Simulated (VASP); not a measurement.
HfSi2:

```
Hf Si
1.0
     1.84127   -7.29600    0.00000
     1.84127    7.29600    0.00000
     0.00000    0.00000    3.65979
Hf Si
2 4
Direct
  0.89454 0.10546 0.25000
  0.10546 0.89454 0.75000
  0.55428 0.44572 0.25000
  0.44572 0.55428 0.75000
  0.25028 0.74972 0.25000
  0.74972 0.25028 0.75000
```

```yaml
Program: VASP 6.6.1
Task: relaxation of cell and atoms
Functional: LDA
Potentials_or_basis: VASP PAW LDA potentials, release 64 (Hf_pv, Si)
Cutoff: 500 eV
k_mesh: 10 × 10 × 10
Occupations: gaussian, width 0.1 eV
Spin: no spin polarisation
```

At the start: pressure -6.7 GPa; volume 16.39 Å³/atom.

Question: Where does the relaxation end?

Answer: Over 11 steps the energy falls by 17.5 meV/atom and the volume is 15.58 Å³/atom (-4.9 %); space group Cmcm (No. 63, to 0.1 Å) before and after.

The path:
```csv
step,energy change (eV),largest force (eV/Å),pressure (GPa),volume (Å³)
1,0.0000,0.0430,-6.70,98.33
2,0.0286,0.2968,9.03,88.90
3,-0.1011,0.1141,-0.09,93.74
4,-0.1011,0.1171,0.05,93.65
5,-0.1036,0.0631,0.06,93.55
6,-0.1043,0.0313,0.08,93.47
7,-0.1047,0.0208,-0.11,93.56
8,-0.1047,0.0184,-0.16,93.59
9,-0.1047,0.0088,0.14,93.40
10,-0.1048,0.0128,0.02,93.48
11,-0.1048,0.0032,0.00,93.48
```

Final structure:
```yaml
crystal:
  lattice:
    - [1.81236, -7.13599, 0.00000]
    - [1.81236, 7.13599, 0.00000]
    - [0.00000, 0.00000, 3.61401]
  atoms:
    - { symbol: Hf, position: [0.89529, 0.10471, 0.25000] }
    - { symbol: Hf, position: [0.10471, 0.89529, 0.75000] }
    - { symbol: Si, position: [0.55485, 0.44515, 0.25000] }
    - { symbol: Si, position: [0.44515, 0.55485, 0.75000] }
    - { symbol: Si, position: [0.25016, 0.74984, 0.25000] }
    - { symbol: Si, position: [0.74984, 0.25016, 0.75000] }
```
